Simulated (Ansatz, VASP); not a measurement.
## FePt: VASP beside Ansatz

File INCAR:

```
SYSTEM = FePt
PREC = Accurate
ENCUT = 600
EDIFF = 1E-7
ISMEAR = -1
SIGMA = 0.05
LREAL = .False.
LASPH = .True.
NELM = 150
ALGO = Normal
ISIF = 3
LWAVE = .False.
LCHARG = .False.
ISPIN = 2
MAGMOM = 0 3
LORBIT = 11
LMAXMIX = 4
GGA = RE
IBRION = 2
NSW = 80
EDIFFG = -0.01
```

The input KPOINTS:

```
regular mesh
0
Gamma
  10 10 7
  0 0 0
```

The input POSCAR:

```
FePt
1.0
    2.7235000000      0.0000000000      0.0000000000
    0.0000000000      2.7235000000      0.0000000000
    0.0000000000      0.0000000000      3.7200000000
Pt Fe
1 1
Direct
    0.5000000000      0.5000000000      0.5000000000
    0.0000000000      0.0000000000      0.0000000000
```

The input input.yaml:

```yaml
crystal:
  lattice:
    - [2.7235, 0.0, 0.0]
    - [0.0, 2.7235, 0.0]
    - [0.0, 0.0, 3.72]
  atoms:
    - { symbol: Pt, position: [0.5, 0.5, 0.5] }
    - { symbol: Fe, position: [0.0, 0.0, 0.0], spin: 3.0 }
kpoints:
  mp_grid: { grid: [10, 10, 7] }
scf:
  occupations: { method: fermi_dirac, width: 0.05 }
hamiltonian:
  xc: revpbe
  pseudopotentials: { kind: all_electron, lapw: { basis_error: 0.001 } }
magnetization:
  spin_polarized: true
output:
  forces: true
  stress: true
relax:
  f_tol: 0.01
  max_steps: 60
  cell: {}
```

Alike in both runs: task relaxation of cell and atoms; functional revPBE; k mesh 10 × 10 × 7; occupations fermi-dirac, width 0.05 eV; collinear spin.

|  | VASP | Ansatz |
| --- | --- | --- |
| version | VASP 6.6.1 | Ansatz 0.2.0 |
| potentials or method | VASP PAW PBE potentials, release 64 (Pt, Fe), cutoff 600 eV | all-electron LAPW, scalar-relativistic |

Ansatz gave:

| Property | Result |
| --- | --- |
| net moment per atom (μB) | 1.68 |
| size of the moment on the site where the two differ most (μB) | 3.06 |
| relaxed volume (Å³/atom) | 14.28 |
| relaxed cell length with the largest relative difference (Å) | 2.753 |

Q: Estimate VASP's values.

A: net moment per atom (μB): 1.68; size of the moment on the site where the two differ most (μB): 3.00; relaxed volume (Å³/atom): 14.24; relaxed cell length with the largest relative difference (Å): 2.750.

VASP's potentials were made for PBE, not for revPBE. Site moments also hang on the region over which each program counts them. Ansatz ran all-electron here, and VASP with PAW potentials.

Spin-orbit coupling is off throughout.
